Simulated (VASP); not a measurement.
Write the native input for VASP 6.6.1 that does the following.

| Property | Result |
| --- | --- |
| Task | relaxation of cell and atoms |
| Functional | PBE |
| Potentials or basis | VASP PAW PBE potentials, release 64 (W_sv) |
| Cutoff | 600 eV |
| k mesh | 19 × 19 × 10 |
| Occupations | fermi-dirac, width 0.05 eV |
| Spin | no spin polarisation |
| Dipole correction | no |
| Further INCAR settings | ALGO = Normal; EDIFF = 1e-06; IBRION = 2; EDIFFG = -0.02; NSW = 60; ISIF = 3 |

The structure of W lies in POSCAR:

```
W
1.0
    2.7764325729      0.0000000000      0.0000000000
   -1.3882162865      2.4044611401      0.0000000000
    0.0000000000      0.0000000000      4.9503244048
W
2
Direct
    0.3333333333      0.6666666667      0.2500000000
    0.6666666667      0.3333333333      0.7500000000
```

This isn't the form of W at room conditions, which is bcc.

The input as run:

INCAR

```
PREC = Accurate
ENCUT = 600
EDIFF = 1E-6
ISMEAR = -1
SIGMA = 0.05
LREAL = F
LASPH = T
NELM = 60
ALGO = Normal
ISIF = 3
LWAVE = F
LCHARG = F
GGA = PE
IBRION = 2
NSW = 60
EDIFFG = -0.02
```

KPOINTS

```
regular mesh
0
Gamma
  19 19 10
```

Potentials or basis: VASP PAW PBE potentials, release 64 (W_sv).

Command:

```sh
$ cat potpaw_PBE.64/W_sv/POTCAR > POTCAR
$ mpirun -np 1 vasp_std > vasp.out
```

It gave:

The relaxed volume is 16.55 Å³/atom and the relaxed cell is a = 2.778 Å, b = 2.778 Å, c = 4.953 Å, α = 90.00°, β = 90.00°, γ = 120.00°. The space group after relaxing (to 0.1 Å) is P6_3/mmc (No. 194) and the energy gained by relaxing is 0.1 meV/atom. The ionic steps are 3, the pressure after relaxing is 0.0 GPa and the band gap on the k mesh is zero (bands 14 and 15 overlap by 1.73 eV).

Caveat: spin-orbit coupling is left out, which moves the levels of the heavy elements.

Wall time 2.5 min on 1 thread of Intel(R) Xeon(R) Platinum 8488C (Sapphire Rapids), with other jobs on the host, peak memory 0.28 GiB.
